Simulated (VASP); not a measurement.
## TaI: single point with PBE

TaI:

```
CELL_PARAMETERS angstrom
1.67680 0.96810 9.68527
-1.67680 0.96810 9.68527
0.00000 -1.93621 9.68527
ATOMIC_POSITIONS crystal
Ta 0.00000 0.00000 0.00000
Ta 0.50000 0.50000 0.50000
I 0.59501 0.59501 0.59501
I 0.40499 0.40499 0.40499
```

```
Program             : VASP 6.6.1
Task                : single point
Functional          : PBE
Potentials or basis : VASP PAW PBE potentials, release 64 (Ta_pv, I)
Cutoff              : 520 eV
k mesh              : 6 × 6 × 6
Occupations         : gaussian, width 0.1 eV
Spin                : no spin polarisation
```

- Pressure: -0.1 GPa
- Band gap on the k mesh: zero (bands 18 and 19 overlap by 0.68 eV)

Stress tensor (GPa, compression positive):
```
-0.07  0.00  0.00
 0.00 -0.07  0.00
 0.00  0.00 -0.18
```

Levels at points of the mesh, in eV from the Fermi level:
```
           k point  band 14  band 15  band 16  band 17  band 18  band 19  band 20  band 21  band 22  band 23
(0.00, 0.00, 0.00)    -2.63    -0.98    -0.98    -0.11    -0.11     0.54     0.54     0.99     0.99     1.31
(0.50, 0.00, 0.00)    -3.03    -2.91    -2.09    -1.44    -0.60     1.22     1.30     1.85     2.33     2.69
(0.50, 0.50, 0.00)    -3.14    -2.88    -2.11    -1.79     0.33     0.55     0.84     1.58     2.67     2.73
(0.50, 0.50, 0.50)    -2.57    -1.22    -1.22    -0.06    -0.06     0.54     0.54     1.73     1.84     1.84
```

Run time: 21 min on 1 thread of Oxide Virtual Turin-like Processor, with other jobs on the host, peak memory 0.89 GiB.

Caveat: the k points lie up to 0.36 Å⁻¹ apart, too coarse for converged energies and pressures of a metal; spin-orbit coupling is left out, which moves the levels of the heavy elements.
